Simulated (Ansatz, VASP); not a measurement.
## One calculation of KI, two programs

```
K I
1.0
     0.00000    3.54428    3.54428
     3.54428    0.00000    3.54428
     3.54428    3.54428    0.00000
K I
1 1
Direct
  0.00000 0.00000 0.00000
  0.50000 0.50000 0.50000
```

Alike in both runs: task single point; functional PBE; k mesh 6 × 6 × 6; non-collinear spin, spin-orbit coupling.

|  | VASP | Ansatz |
| --- | --- | --- |
| version | VASP 6.6.1 | Ansatz 0.2.0 |
| potentials or method | VASP PAW PBE potentials, release 64 (K_sv, I) | plane waves, PAW |
| plane-wave cutoff (eV) | 520 | 420 |
| occupations | gaussian, width 0.01 eV | fixed |
| valence electrons in the cell | 16 | 26 |

```tsv
	VASP	Ansatz	Ansatz less VASP
pressure (GPa)	0.5	0.5	-0.03
net moment per atom (μB)	0.00	0.00	0.000
```

VASP's potentials hold 16 valence electrons a cell and Ansatz's 26, so a difference there can come from the potentials and not from the codes.
